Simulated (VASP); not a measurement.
# HgTe (F-43m) in VASP: notebook, part 2 of 2

VASP 6.6.1. Earlier steps stand in the parts before.

### Step 5. Single point, PBE0

This run uses another cell than the first one, of 31.89 Å³/atom.

The input, POSCAR:

```
HgTe
1.0
    0.0000000000      3.1710554852      3.1710554852
    3.1710554852      0.0000000000      3.1710554852
    3.1710554852      3.1710554852      0.0000000000
Hg Te
1 1
Direct
    0.0000000000      0.0000000000      0.0000000000
    0.7500000000      0.7500000000      0.7500000000
```

The input, INCAR.step1:

```
  PREC = Accurate
  ENCUT = 520
  EDIFF = 1E-5
  ISMEAR = -1
  SIGMA = 0.05
  LREAL = F
  LASPH = T
  NELM = 60
  ALGO = Normal
  ISIF = 2
  LWAVE = T
  LCHARG = F
  NBANDS = 16
  GGA = PE
```

The input, INCAR.step2:

```
  PREC = Accurate
  ENCUT = 520
  EDIFF = 1E-6
  ISMEAR = -1
  SIGMA = 0.05
  LREAL = F
  LASPH = T
  NELM = 60
  ALGO = Normal
  ISIF = 2
  LWAVE = F
  LCHARG = F
  GGA = PE
  LHFCALC = T
  AEXX = 0.25
  PRECFOCK = Normal
  NBANDS = 16
  ISTART = 1
```

The input, KPOINTS:

```
regular mesh
0
Gamma
  4 4 4
```

Potentials or basis: VASP PAW PBE potentials, release 64 (Hg, Te).

Started as:

```sh
cat potpaw_PBE.64/Hg/POTCAR potpaw_PBE.64/Te/POTCAR > POTCAR
cp INCAR.step1 INCAR
mpirun -np 1 vasp_std > vasp.out
cp INCAR.step2 INCAR
mpirun -np 1 vasp_std > vasp.out
```

OUTCAR:

```text
PREC = Accurate
   ENCUT = 520
   EDIFF = 1E-6
   ISMEAR = -1
   LREAL = F
   LASPH = T
   NELM = 60
   ISIF = 2
   GGA = PE
   LHFCALC = T
   AEXX = 0.25
   PRECFOCK = Normal
   ISTART = 1

 ion  position               nearest neighbor table
   1  0.000  0.000  0.000-   2 2.75   2 2.75   2 2.75   2 2.75
   2  0.750  0.750  0.750-   1 2.75   1 2.75   1 2.75   1 2.75

  LATTYP: Found a face centered cubic cell.
 ALAT       =     6.3421109704

  Lattice vectors:

 A1 = (   0.0000000000,   3.1710554852,   3.1710554852)
 A2 = (   3.1710554852,   0.0000000000,   3.1710554852)
 A3 = (   3.1710554852,   3.1710554852,   0.0000000000)

Analysis of symmetry for initial positions (statically):
=====================================================================
 Subroutine PRICEL returns:
 Original cell was already a primitive cell.

 Routine SETGRP: Setting up the symmetry group for a
 face centered cubic supercell.

 Subroutine GETGRP returns: Found 24 space group operations
 (whereof 24 operations were pure point group operations)
 out of a pool of 48 trial point group operations.

The static configuration has the point symmetry T_d .

Analysis of symmetry for dynamics (positions and initial velocities):
=====================================================================
 Subroutine PRICEL returns:
 Original cell was already a primitive cell.

 Routine SETGRP: Setting up the symmetry group for a
 face centered cubic supercell.

 Subroutine GETGRP returns: Found 24 space group operations
 (whereof 24 operations were pure point group operations)
 out of a pool of 48 trial point group operations.

The dynamic configuration has the point symmetry T_d .

 Subroutine INISYM returns: Found 24 space group operations
 (whereof 24 operations are pure point group operations),
 and found     1 'primitive' translations

----------------------------------------------------------------------------------------

                                     Primitive cell

  volume of cell :      63.7737

  direct lattice vectors                    reciprocal lattice vectors
     0.000000000  3.171055485  3.171055485    -0.157676207  0.157676207  0.157676207
     3.171055485  0.000000000  3.171055485     0.157676207 -0.157676207  0.157676207
     3.171055485  3.171055485  0.000000000     0.157676207  0.157676207 -0.157676207

  length of vectors
     4.484549674  4.484549674  4.484549674     0.273103201  0.273103201  0.273103201

  position of ions in fractional coordinates (direct lattice)
     0.000000000  0.000000000  0.000000000
     0.750000000  0.750000000  0.750000000

  ion indices of the primitive-cell ions
   primitive index   ion index
                 1           1
                 2           2

----------------------------------------------------------------------------------------

 KPOINTS: regular mesh

Automatic generation of k-mesh.
 Grid dimensions read from file:
 generate k-points for:    4    4    4

 Generating k-lattice:

  Cartesian coordinates                     Fractional coordinates (reciprocal lattice)
    -0.039419052  0.039419052  0.039419052     0.250000000  0.000000000  0.000000000
     0.039419052 -0.039419052  0.039419052     0.000000000  0.250000000  0.000000000
     0.039419052  0.039419052 -0.039419052     0.000000000  0.000000000  0.250000000

  Length of vectors
     0.068275800  0.068275800  0.068275800

  Shift w.r.t. Gamma in fractional coordinates (k-lattice)
     0.000000000  0.000000000  0.000000000

 Subroutine IBZKPT returns following result:
 ===========================================

 Found      8 irreducible k-points:

 Following reciprocal coordinates:
            Coordinates               Weight
  0.000000  0.000000  0.000000      1.000000
  0.250000  0.000000  0.000000      8.000000
  0.500000  0.000000  0.000000      4.000000
  0.250000  0.250000  0.000000      6.000000
  0.500000  0.250000  0.000000     24.000000
 -0.250000  0.250000  0.000000     12.000000
  0.500000  0.500000  0.000000      3.000000
 -0.250000  0.500000  0.250000      6.000000
   k-points           NKPTS =      8   k-points in BZ     NKDIM =     64   number of bands    NBANDS=     16
   number of dos      NEDOS =    301   number of ions     NIONS =      2
   total plane-waves  NPLWV =  46656
   dimension x,y,z NGX =    36 NGY =   36 NGZ =   36
   dimension x,y,z NGXF=    72 NGYF=   72 NGZF=   72
   ions per type =               1   1
   NGX,Y,Z   is equivalent  to a cutoff of  13.35, 13.35, 13.35 a.u.
   NGXF,Y,Z  is equivalent  to a cutoff of  26.69, 26.69, 26.69 a.u.
 SYSTEM =  unknown system
   PREC   = accura    normal or accurate (medium, high low for compatibility)
   ISTART =      1    job   : 0-new  1-cont  2-samecut
   ICHARG =      0    charge: 1-file 2-atom 10-const
   ISPIN  =      1    spin polarized calculation?
   LNONCOLLINEAR =      F non collinear calculations
   LSORBIT =      F    spin-orbit coupling
   LASPH  =      T    aspherical Exc in radial PAW
   ENCUT  =  520.0 eV  38.22 Ry    6.18 a.u.   8.34  8.34  8.34*2*pi/ulx,y,z
   NELM   =     60;   NELMIN=  2; NELMDL=  0     # of ELM steps
   EDIFF  = 0.1E-05   stopping-criterion for ELM
   LREAL  =      F    real-space projection
   EDIFFG = 0.1E-04   stopping-criterion for IOM
   NSW    =      0    number of steps for IOM
   IBRION =     -1    ionic relax: 0-MD 1-quasi-New 2-CG
   NFREE  =      0    steps in history (QN), initial steepest desc. (CG)
   ISIF   =      2    stress and relaxation
   ISYM   =      3    0-nonsym 1-usesym 2-fastsym
   POTIM  = 0.5000    time-step for ionic-motion
   TEBEG  =    0.0;   TEEND  =   0.0 temperature during run
   PSTRESS=    0.0 pullay stress
   NELECT =      18.0000    total number of electrons
   NUPDOWN=      -1.0000    fix difference up-down
   EMIN   =  10.00;   EMAX   =-10.00  energy-range for DOS
   EFERMI =   0.00;   METHOD = LEGACY
   ISMEAR =    -1;   SIGMA  =   0.05  broadening in eV -4-tet -1-fermi 0-gaus
   EFERMI_NEDOS =   21; number of points for ismear=-14 and -15
   IALGO  =     38    algorithm
   IMIX   =      1    mixing-type and parameters
     AMIX     =   0.40;   BMIX     =  1.00
     AMIX_MAG =   1.60;   BMIX_MAG =  1.00
  volume/ion in A,a.u.               =      31.89       215.18
  Fermi-wavevector in a.u.,A,eV,Ry     =   1.073870  2.029321 15.690203  1.153197
  Thomas-Fermi vector in A             =   2.209682
   LORBIT       =      0    0 simple, 1 ext, 2 COOP (PROOUT), +10 PAW based schemes
   GGA     = PE    functional components
   LHFCALC =     T    Hartree Fock is set to
   PRECFOCK=normal    Normal, Fast or Accurate (Low or Medium for compatibility)
   ENCUT4O =  -1.0   cutoff for four orbital integrals eV
   NKREDX  =     1    reduce k-point grid by
   NKREDY  =     1    reduce k-point grid by
   NKREDZ  =     1    reduce k-point grid by
   AEXX    =    0.2500 exact exchange contribution
   HFSCREEN=    0.0000 screening length (either q_TF or 0.3 A-1)
   HFSCREENC=   0.0000 screening length for correlation (either q_TF or 0.3 A-1)
   ENCUTFOCK=  -1.0 apply spherical cutoff to Coloumb kernel
   IVDW    =     0    specifies the selected vdW correction
   LEPSILON=     F    determine dielectric tensor
   LRPA    =     F    only Hartree local field effects (RPA)
 non-spin polarized calculation
  energy-cutoff  :      520.00
  volume of cell :       63.77
 maximum number of plane-waves:      1759
 NGX is ok and might be reduce to    36
  NGX = 28; NGY = 28; NGZ = 28

 number of electron      17.9999998 magnetization

 Free energy of the ion-electron system (eV)
  ---------------------------------------------------
  ext. energy  EPLUGINS =         0.00000000
  ---------------------------------------------------
  free energy    TOTEN  =        -5.10731173 eV

  energy without entropy =       -5.10729649  energy(sigma->0) =       -5.10730411

 E-fermi :   3.3554     XC(G=0):  -7.1134

 val. band max:        2.9240183568   @ k =   0.0000   0.0000   0.0000
 cond. band min:       3.7318276941   @ k =   0.0000   0.0000   0.0000
 fundamental gap:      0.8078093372
 Fermi energy:         3.3553971705

 k-point     1 :       0.0000    0.0000    0.0000
  band No.  band energies     occupation
      1     -10.6157      2.00000
      2      -5.9451      2.00000
      3      -5.9451      2.00000
      4      -5.9451      2.00000
      5      -5.3328      2.00000
      6      -5.3328      2.00000
[... 129 lines left out ...]
      3      -5.6356      2.00000
      4      -5.3966      2.00000
      5      -5.3723      2.00000
      6      -4.5177      2.00000
[... 8 lines left out ...]
     15      16.0125      0.00000
     16      16.0310      0.00000

------------------------ aborting loop because EDIFF is reached ----------------------------------------

  FORCE on cell =-STRESS in cart. coord.  units (eV):
  Direction    XX          YY          ZZ          XY          YZ          ZX
  --------------------------------------------------------------------------------------
  -------------------------------------------------------------------------------------
  Total        2.1926735      2.1926735      2.1926735     -0.0000000      0.0000000     -0.0000000
  in kB       55.0862286     55.0862286     55.0862286     -0.0000000      0.0000000     -0.0000000
  external PRESSURE =      55.0862286 kB  Pullay stress =       0.0000000 kB

 VOLUME and BASIS-vectors are now :
 -----------------------------------------------------------------------------
  energy-cutoff  :      520.00
  volume of cell :       63.77
      direct lattice vectors                 reciprocal lattice vectors
     0.000000000  3.171055485  3.171055485    -0.157676207  0.157676207  0.157676207
     3.171055485  0.000000000  3.171055485     0.157676207 -0.157676207  0.157676207
     3.171055485  3.171055485  0.000000000     0.157676207  0.157676207 -0.157676207

 POSITION                                       TOTAL-FORCE (eV/Angst)
 -----------------------------------------------------------------------------------
      0.00000      0.00000      0.00000         0.000000      0.000000     -0.000000
      4.75658      4.75658      4.75658        -0.000000     -0.000000      0.000000
 -----------------------------------------------------------------------------------
    total drift:                                0.000323      0.000224      0.000162

  FREE ENERGIE OF THE ION-ELECTRON SYSTEM (eV)
  ---------------------------------------------------
  free  energy   TOTEN  =        -5.1073117304 eV

  energy  without entropy=       -5.1072964903  energy(sigma->0) =       -5.10730411
```

Run time: 4.9 min. Hardware: 1 thread of Intel Xeon 6975P-C (Granite Rapids), shared host; peak memory 0.21 GiB.

Results:

```yaml
Free_energy: -5.1073 eV
Pressure: 5.5 GPa
Band_gap_on_the_k_mesh: 0.81 eV
```

Caveat: the k points lie up to 0.43 Å⁻¹ apart; the PAW data sets were made with another functional, which shifts forces and pressure a little; spin-orbit coupling is left out, which moves the levels of the heavy elements.

### Step 6. The runs side by side

```tsv
cell	gap on the mesh (eV)	pressure (GPa)
a = 4.453 Å, angles 60.0°, 2 atoms	0.87	7.0
a = 4.485 Å, angles 60.0°, 2 atoms	0.81	5.5
a = 4.515 Å, angles 60.0°, 2 atoms	0.74	4.2
```

Alike in all rows: task single point; level PBE0; potentials or basis VASP PAW PBE potentials, release 64 (Hg, Te); no spin polarisation; k mesh 4 × 4 × 4; cutoff (eV) 520; smearing fermi-dirac 0.05 eV.

Caveats: all runs use coarse meshes; the PAW data sets were made with another functional, which shifts forces and pressure a little; spin-orbit coupling is left out, which moves the levels of the heavy elements.

Total energies depend on the potentials used, so only differences within one code and one set of settings carry meaning.
